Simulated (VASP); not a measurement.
Write the native input for VASP 6.6.1 that does the following.

| Item | Value |
| --- | --- |
| Task | single point |
| Functional | HSE06 |
| Potentials or basis | VASP PAW PBE potentials, release 64 (C) |
| Cutoff | 520 eV |
| k mesh | 8 × 8 × 8 |
| Occupations | gaussian, width 0.01 eV |
| Spin | no spin polarisation |
| Dipole correction | no |
| Grid for exact exchange (PRECFOCK) | Normal |
| Further INCAR settings | ALGO = Normal; EDIFF = 1e-06; NBANDS = 11 |
| Share of exact exchange | 0.25 |
| Screening parameter | 0.2079 1/Å |

Crystal: C.

```
C
1.0
     0.00000    1.78012    1.74452
     1.78012    0.00000    1.74452
     1.78012    1.78012    0.00000
C
2
Direct
  0.00000 0.00000 0.00000
  0.25000 0.25000 0.25000
```

This cell differs from its parent crystal: uniaxial z strain -2.0%.

These files were run (other wordings do the same):

POSCAR

```
C
1.0
    0.0000000000      1.7801241425      1.7445216597
    1.7801241425      0.0000000000      1.7445216597
    1.7801241425      1.7801241425      0.0000000000
C
2
Direct
    0.0000000000      0.0000000000      0.0000000000
    0.2500000000      0.2500000000      0.2500000000
```

INCAR.step1

```
SYSTEM = C
PREC = Accurate
ENCUT = 520
EDIFF = 1E-5
ISMEAR = 0
SIGMA = 0.01
LREAL = .False.
LASPH = .True.
NELM = 80
ALGO = Normal
ISIF = 2
LWAVE = .True.
LCHARG = .False.
GGA = PE
NBANDS = 11
```

INCAR.step2

```
SYSTEM = C
PREC = Accurate
ENCUT = 520
EDIFF = 1E-6
ISMEAR = 0
SIGMA = 0.01
LREAL = .False.
LASPH = .True.
NELM = 80
ALGO = Normal
ISIF = 2
LWAVE = .False.
LCHARG = .False.
GGA = PE
LHFCALC = .True.
HFSCREEN = 0.2079
PRECFOCK = Normal
ISTART = 1
NBANDS = 11
```

KPOINTS

```
Automatic mesh
0
Gamma
  8 8 8
  0 0 0
```

Potentials or basis: VASP PAW PBE potentials, release 64 (C).

Run with:

```sh
$ cat potpaw_PBE.64/C/POTCAR > POTCAR
$ cp INCAR.step1 INCAR
$ mpirun -np 1 vasp_std > vasp.out
$ cp INCAR.step2 INCAR
$ mpirun -np 1 vasp_std > vasp.out
```

It gave:

* Pressure: 4.7 GPa
* Band gap on the k mesh: 4.79 eV (least direct gap 6.67 eV)

Caveat: the cell differs from its parent crystal (uniaxial z strain -2.0%); the cell stands under pressure; the PAW data sets were made with another functional, which shifts forces and pressure a little.

Run time: 26 min on 1 thread of Intel(R) Xeon(R) Platinum 8259CL CPU @ 2.50GHz (Skylake/Cascade Lake), with other jobs on the host, peak memory 0.22 GiB.
